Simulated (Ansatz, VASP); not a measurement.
One calculation of MoS2, two programs

```
Mo S
1.0
     3.18402    0.00000    0.00000
    -1.59201    2.75744    0.00000
     0.00000    0.00000   28.38732
Mo S
3 6
Direct
  0.33333 0.66667 0.22816
  0.33333 0.66667 0.77184
  0.66667 0.33333 0.00000
  0.66667 0.33333 0.17349
  0.66667 0.33333 0.71719
  0.33333 0.66667 0.94533
  0.66667 0.33333 0.28281
  0.66667 0.33333 0.82651
  0.33333 0.66667 0.05467
```

Alike in both runs: task relaxation of cell and atoms; functional PBE; dispersion D3(BJ); k mesh 7 × 7 × 1; occupations fermi-dirac, width 0.05 eV; no spin polarisation.

|  | VASP | Ansatz |
| --- | --- | --- |
| version | VASP 6.6.1 | Ansatz 0.2.0 |
| potentials or method | VASP PAW PBE potentials, release 64 (Mo_sv, S) | Ansatz PAW |
| plane-wave cutoff (eV) | 600 | 420 |
| valence electrons in the cell | 78 | 78 |

|  | VASP | Ansatz | Ansatz less VASP |
| --- | --- | --- | --- |
| gap on the k mesh at the Fermi level, each at its own relaxed structure (eV) | 1.13 | 1.04 | -0.086 |
| relaxed volume (Å³/atom) | 25.49 | 17.89 | -7.598 |
| relaxed length of the cell vector where the two differ most in proportion (Å) | 26.688 | 18.744 | -7.9445 |

One of these differences is far larger than is usual between the two programs; its cause wasn't traced.

Noted on Ansatz's run: the volume moved by over 15 % at a fixed basis, so the end points are rough; odd divisions of the mesh miss points on the zone boundary, where band edges often lie, so the gap on the mesh can be too wide; the plane-wave basis is chosen anew once the cell has moved, so the energies of steps on either side of that aren't comparable.
